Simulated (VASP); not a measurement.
Runs of VASP 6.6.1 on Al2BP3. The structure is that of space group P4/mmm (No. 123), or close to it. The cells are those of the table. 

```csv
task,cell,k mesh,cutoff (eV),gap on the mesh (eV),pressure (GPa),relaxed volume (Å³/atom),largest force (eV/Å)
relaxation of cell and atoms,"relaxed from a = 3.013, b = 3.013, c = 8.783 Å, 6 atoms",12 × 12 × 4,600,-,0.0,13.33,0.01
relaxation of cell and atoms,"relaxed from a = 3.115, b = 3.115, c = 9.548 Å, 6 atoms",6 × 6 × 2,600,-,0.0,(b),0.02
single point,"a = 3.115, b = 3.115, c = 9.548 Å, 6 atoms",6 × 6 × 2,520,none,-7.3,-,0.80
single point,"a = 3.013, b = 3.013, c = 8.783 Å, 6 atoms",6 × 6 × 2,520,none,-0.2,-,(c)
single point,"a = 2.971, b = 2.971, c = 9.066 Å, 6 atoms",12 × 12 × 4,520,none,(a),-,0.04
```

Alike in all rows: level PBE; potentials or basis VASP PAW PBE potentials, release 64 (Al, B, P); no spin polarisation; smearing gaussian 0.1 eV.

Problem. Estimate the missing entries.

Solution. (a) -0.1; (b) 13.27; (c) 0.08.

Caveats: the bands computed are all filled at some k points, so no gap is given (some runs).

A gap of «none» marks levels without a gap at the run's occupations.
